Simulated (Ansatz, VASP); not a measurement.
# One calculation of H4CO, two programs

```xyz
36
Lattice="8.0548 0.0000 0.0000 0.0000 8.0548 0.0000 0.0000 0.0000 8.0548" Properties=species:S:1:pos:R:3 pbc="T T T"
C     6.0018    4.8680    1.6850
C     1.0254    6.6599    5.9500
C     2.8545    2.2180    3.7936
C     4.3364    1.2977   -0.1585
C     5.0659    4.7686    5.7137
C     2.1404    6.6857    2.3847
O     4.9225    4.4424    2.5260
O     0.4603    5.7464    5.0137
O     2.5313    1.9980    2.4103
O     4.5624    0.5317    1.0130
O     6.1437    4.2234    4.9503
O     2.3462    5.3707    2.9102
H     5.9343    4.3443    0.7274
H     5.3368    4.2488    3.3911
H     5.9597    5.9466    1.5136
H     6.9584    4.6098    2.1454
H     0.2193    7.2646    6.3643
H     1.1607    5.4751    4.3934
H     1.5293    6.1390    6.7726
H     1.7444    7.3314    5.4692
H     2.3610    1.4339    4.3738
H     2.5988    2.8649    1.9911
H     3.9407    2.1718    3.9460
H     2.4799    3.1884    4.1328
H     5.0858    1.0071   -0.8981
H     3.9094    0.8628    1.6539
H     3.3360    1.1144   -0.5732
H     4.4375    2.3739    0.0358
H     4.2610    4.0339    5.6974
H     6.9147    4.8150    5.0254
H     5.3579    4.9396    6.7507
H     4.6957    5.7022    5.2783
H     1.0801    6.9179    2.4748
H     3.2910    5.1376    2.7845
H     2.7057    7.4287    2.9560
H     2.4395    6.7544    1.3351
```

Alike in both runs: functional r2SCAN; dispersion D3(BJ); k mesh 1 × 1 × 1; occupations fermi-dirac, width 0.02 eV; no spin polarisation.

Ansatz relaxed the structure, and its values are those at the end. VASP's run is a single point on that final structure, the one shown.

|  | VASP | Ansatz |
| --- | --- | --- |
| version | VASP 6.6.1 | Ansatz 0.2.0 |
| potentials or method | VASP PAW PBE potentials, release 64 (C, O, H), cutoff 520 eV | scalar-relativistic, plane waves, PAW |
| valence electrons in the cell | 84 | 84 |

Ansatz gave:

```
rms of the force components (eV/Å) : 0.069
```

Q: Estimate VASP's values.

A: rms of the force components (eV/Å): 0.073.

VASP's potentials were made for PBE, not for r2SCAN. Ansatz's warnings: dispersion damping borrowed.
